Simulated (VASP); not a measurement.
# Cd (R-3m) in VASP: a series of runs, part 3 of 3

VASP 6.6.1. The steps go on from the part before.

**4. Single point, LDA (shortest bond scaled by 0.64)**

File INCAR:

```
PREC = Accurate
ENCUT = 520
EDIFF = 1E-7
ISMEAR = -1
SIGMA = 0.05
LREAL = F
LASPH = T
NELM = 80
ALGO = Normal
ISIF = 2
LWAVE = F
LCHARG = T
GGA = CA
LELF = T
LVHAR = T
NBANDS = 19
```

File KPOINTS:

```
Automatic mesh
0
Gamma
  9 9 9
```

File POSCAR:

```
Cd
1.0
    0.0000000000      3.0681618156      3.0681618156
    3.0681618156      0.0000000000      3.0681618156
    3.0681618156      3.0681618156      0.0000000000
Cd
2
Direct
   -0.2600000000     -0.0800000000     -0.0800000000
    0.2600000000      0.0800000000      0.0800000000
```

Potentials or basis: VASP PAW LDA potentials, release 64 (Cd).

Command:

```
$ cat potpaw_LDA.64/Cd/POTCAR > POTCAR
$ mpirun -np 1 vasp_std > vasp.out
```

OUTCAR:

```text
PREC = Accurate
   ENCUT = 520
   EDIFF = 1E-7
   ISMEAR = -1
   LREAL = F
   LASPH = T
   NELM = 80
   ISIF = 2
   GGA = CA

 ion  position               nearest neighbor table
   1  0.740  0.920  0.920-   2 1.70   2 3.11   2 3.11   2 3.11
   2  0.260  0.080  0.080-   1 1.70   1 3.11   1 3.11   1 3.11

 -----------------------------------------------------------------------------
|                                                                             |
|           W    W    AA    RRRRR   N    N  II  N    N   GGGG   !!!           |
|           W    W   A  A   R    R  NN   N  II  NN   N  G    G  !!!           |
|           W    W  A    A  R    R  N N  N  II  N N  N  G       !!!           |
|           W WW W  AAAAAA  RRRRR   N  N N  II  N  N N  G  GGG   !            |
|           WW  WW  A    A  R   R   N   NN  II  N   NN  G    G                |
|           W    W  A    A  R    R  N    N  II  N    N   GGGG   !!!           |
|                                                                             |
|     The distance between some ions is very small. Please check the          |
|     nearest-neighbor list in the OUTCAR file.                               |
|     I HOPE YOU KNOW WHAT YOU ARE DOING!                                     |
|                                                                             |
 -----------------------------------------------------------------------------

  LATTYP: Found a face centered cubic cell.
 ALAT       =     6.1363236312

  Lattice vectors:

 A1 = (   0.0000000000,   3.0681618156,   3.0681618156)
 A2 = (   3.0681618156,   0.0000000000,   3.0681618156)
 A3 = (   3.0681618156,   3.0681618156,   0.0000000000)

Analysis of symmetry for initial positions (statically):
=====================================================================
 Subroutine PRICEL returns:
 Original cell was already a primitive cell.

 Routine SETGRP: Setting up the symmetry group for a
 face centered cubic supercell.

 Subroutine GETGRP returns: Found 12 space group operations
 (whereof  4 operations were pure point group operations)
 out of a pool of 48 trial point group operations.

The static configuration has the point symmetry C_2h.
 The point group associated with its full space group is D_3d.

Analysis of symmetry for dynamics (positions and initial velocities):
=====================================================================
 Subroutine PRICEL returns:
 Original cell was already a primitive cell.

 Routine SETGRP: Setting up the symmetry group for a
 face centered cubic supercell.

 Subroutine GETGRP returns: Found 12 space group operations
 (whereof  4 operations were pure point group operations)
 out of a pool of 48 trial point group operations.

The dynamic configuration has the point symmetry C_2h.
 The point group associated with its full space group is D_3d.

 Subroutine INISYM returns: Found 12 space group operations
 (whereof  4 operations are pure point group operations),
 and found     1 'primitive' translations

----------------------------------------------------------------------------------------

                                     Primitive cell

  volume of cell :      57.7650

  direct lattice vectors                    reciprocal lattice vectors
     0.000000000  3.068161816  3.068161816    -0.162964025  0.162964025  0.162964025
     3.068161816  0.000000000  3.068161816     0.162964025 -0.162964025  0.162964025
     3.068161816  3.068161816  0.000000000     0.162964025  0.162964025 -0.162964025
[... 43 lines left out ...]
  0.000000  0.111111  0.000000      6.000000
  0.222222  0.000000  0.000000      2.000000
  0.000000  0.222222  0.000000      6.000000
  0.333333  0.000000  0.000000      2.000000
[... 16 lines left out ...]
 -0.333333  0.111111  0.000000      6.000000
  0.000000 -0.333333  0.111111     12.000000
 [... further k-points ...]
   k-points           NKPTS =     85   k-points in BZ     NKDIM =     85   number of bands    NBANDS=     19
   number of dos      NEDOS =    301   number of ions     NIONS =      2
   total plane-waves  NPLWV =  32768
   dimension x,y,z NGX =    32 NGY =   32 NGZ =   32
   dimension x,y,z NGXF=    64 NGYF=   64 NGZF=   64
   ions per type =               2
   NGX,Y,Z   is equivalent  to a cutoff of  12.26, 12.26, 12.26 a.u.
   NGXF,Y,Z  is equivalent  to a cutoff of  24.52, 24.52, 24.52 a.u.
 SYSTEM =  unknown system
   PREC   = accura    normal or accurate (medium, high low for compatibility)
   ISTART =      0    job   : 0-new  1-cont  2-samecut
   ICHARG =      2    charge: 1-file 2-atom 10-const
   ISPIN  =      1    spin polarized calculation?
   LNONCOLLINEAR =      F non collinear calculations
   LSORBIT =      F    spin-orbit coupling
   LASPH  =      T    aspherical Exc in radial PAW
   ENCUT  =  520.0 eV  38.22 Ry    6.18 a.u.   8.07  8.07  8.07*2*pi/ulx,y,z
   NELM   =     80;   NELMIN=  2; NELMDL= -5     # of ELM steps
   EDIFF  = 0.1E-06   stopping-criterion for ELM
   LREAL  =      F    real-space projection
   EDIFFG = 0.1E-05   stopping-criterion for IOM
   NSW    =      0    number of steps for IOM
   IBRION =     -1    ionic relax: 0-MD 1-quasi-New 2-CG
   NFREE  =      0    steps in history (QN), initial steepest desc. (CG)
   ISIF   =      2    stress and relaxation
   ISYM   =      2    0-nonsym 1-usesym 2-fastsym
   POTIM  = 0.5000    time-step for ionic-motion
   TEBEG  =    0.0;   TEEND  =   0.0 temperature during run
   PSTRESS=    0.0 pullay stress
   NELECT =      24.0000    total number of electrons
   NUPDOWN=      -1.0000    fix difference up-down
   EMIN   =  10.00;   EMAX   =-10.00  energy-range for DOS
   EFERMI =   0.00;   METHOD = LEGACY
   ISMEAR =    -1;   SIGMA  =   0.05  broadening in eV -4-tet -1-fermi 0-gaus
   EFERMI_NEDOS =   21; number of points for ismear=-14 and -15
   IALGO  =     38    algorithm
   IMIX   =      4    mixing-type and parameters
     AMIX     =   0.40;   BMIX     =  1.00
     AMIX_MAG =   1.60;   BMIX_MAG =  1.00
  volume/ion in A,a.u.               =      28.88       194.91
  Fermi-wavevector in a.u.,A,eV,Ry     =   1.221585  2.308461 20.303561  1.492270
  Thomas-Fermi vector in A             =   2.356762
   LORBIT       =      0    0 simple, 1 ext, 2 COOP (PROOUT), +10 PAW based schemes
   GGA     = CA    functional components
   LHFCALC =     F    Hartree Fock is set to
   AEXX    =    0.0000 exact exchange contribution
   IVDW    =     0    specifies the selected vdW correction
   LEPSILON=     F    determine dielectric tensor
   LRPA    =     F    only Hartree local field effects (RPA)
 non-spin polarized calculation
  energy-cutoff  :      520.00
  volume of cell :       57.77
 maximum number of plane-waves:      1580
   NGX = 17   NGY = 17   NGZ = 17

 number of electron      24.0000005 magnetization

 Free energy of the ion-electron system (eV)
  ---------------------------------------------------
  ext. energy  EPLUGINS =         0.00000000
  ---------------------------------------------------
  free energy    TOTEN  =        11.16977812 eV

  energy without entropy =       11.17468441  energy(sigma->0) =       11.17223126

 E-fermi :   0.9722     XC(G=0):  -9.5320

 val. band max:        0.9016265807   @ k =   0.1111   0.4444   0.3333
 cond. band min:       0.9831685770   @ k =  -0.4444   0.3333   0.0000
 fundamental gap:      0.0815419963
 Fermi energy:         0.9721588284

 k-point     1 :       0.0000    0.0000    0.0000
  band No.  band energies     occupation
      1     -13.2426      2.00000
      2     -12.4101      2.00000
      3     -12.4101      2.00000
      4      -9.4338      2.00000
      5      -9.4338      2.00000
      6      -7.9563      2.00000
[... 505 lines left out ...]
      6      -8.0409      2.00000
[... 11 lines left out ...]
     18      10.6756      0.00000
     19      11.6068      0.00000

 [... further k-points ...]

------------------------ aborting loop because EDIFF is reached ----------------------------------------

  FORCE on cell =-STRESS in cart. coord.  units (eV):
  Direction    XX          YY          ZZ          XY          YZ          ZX
  --------------------------------------------------------------------------------------
  -------------------------------------------------------------------------------------
  Total       29.1205490     29.1205490     29.1205490    -31.0408827     31.0408827    -31.0408827
  in kB      807.6912225    807.6912225    807.6912225   -860.9538402    860.9538402   -860.9538402
  external PRESSURE =     807.6912225 kB  Pullay stress =       0.0000000 kB

 VOLUME and BASIS-vectors are now :
 -----------------------------------------------------------------------------
  energy-cutoff  :      520.00
  volume of cell :       57.77
      direct lattice vectors                 reciprocal lattice vectors
     0.000000000  3.068161816  3.068161816    -0.162964025  0.162964025  0.162964025
     3.068161816  0.000000000  3.068161816     0.162964025 -0.162964025  0.162964025
     3.068161816  3.068161816  0.000000000     0.162964025  0.162964025 -0.162964025

 POSITION                                       TOTAL-FORCE (eV/Angst)
 -----------------------------------------------------------------------------------
      5.64542      5.09315      5.09315       -31.607508     31.607508     31.607508
      0.49091      1.04318      1.04318        31.607508    -31.607508    -31.607508
 -----------------------------------------------------------------------------------
    total drift:                                0.000000      0.000000      0.000000

  FREE ENERGIE OF THE ION-ELECTRON SYSTEM (eV)
  ---------------------------------------------------
  free  energy   TOTEN  =        11.1697781176 eV

  energy  without entropy=       11.1746844053  energy(sigma->0) =       11.17223126
```

stdout:

```text
POSCAR found type information on POSCAR Cd
 POSCAR found :  1 types and       2 ions
 scaLAPACK will be used
 LDA part: xc-table for (Slater(with rela. corr.)+CA(PZ))
 , standard interpolation
 -----------------------------------------------------------------------------
|                                                                             |
|           W    W    AA    RRRRR   N    N  II  N    N   GGGG   !!!           |
|           W    W   A  A   R    R  NN   N  II  NN   N  G    G  !!!           |
|           W    W  A    A  R    R  N N  N  II  N N  N  G       !!!           |
|           W WW W  AAAAAA  RRRRR   N  N N  II  N  N N  G  GGG   !            |
|           WW  WW  A    A  R   R   N   NN  II  N   NN  G    G                |
|           W    W  A    A  R    R  N    N  II  N    N   GGGG   !!!           |
|                                                                             |
|     The distance between some ions is very small. Please check the          |
|     nearest-neighbor list in the OUTCAR file.                               |
|     I HOPE YOU KNOW WHAT YOU ARE DOING!                                     |
|                                                                             |
 -----------------------------------------------------------------------------

 POSCAR, INCAR and KPOINTS ok, starting setup
 FFT: planning ... GRIDC
 FFT: planning ... GRID_SOFT
 FFT: planning ... GRID
 WAVECAR not read
 entering main loop
```

Wall time 67 s (1 thread of Intel Xeon 8259CL, shared host); peak memory 0.2 GiB.

What came out:

```
Free energy            : 11.1698 eV
Pressure               : 80.8 GPa
Largest force          : 54.746 eV/Å
Band gap on the k mesh : zero (bands 12 and 13 overlap by 5.22 eV)
```

Forces in eV/Å, atoms in the order of the input:
```
Cd  -31.608  31.608  31.608
Cd   31.608 -31.608 -31.608
```

Caveat: the cell differs from its parent crystal (shortest bond scaled by 0.64); atoms lie so close that the PAW spheres overlap strongly, which falsifies energies and pressures; the cell stands under pressure; forces of over 1 eV/Å act on the atoms, so gaps and moduli don't describe the material at rest.

The gap in the log of VASP goes by the Fermi energy; the results here count the filled bands.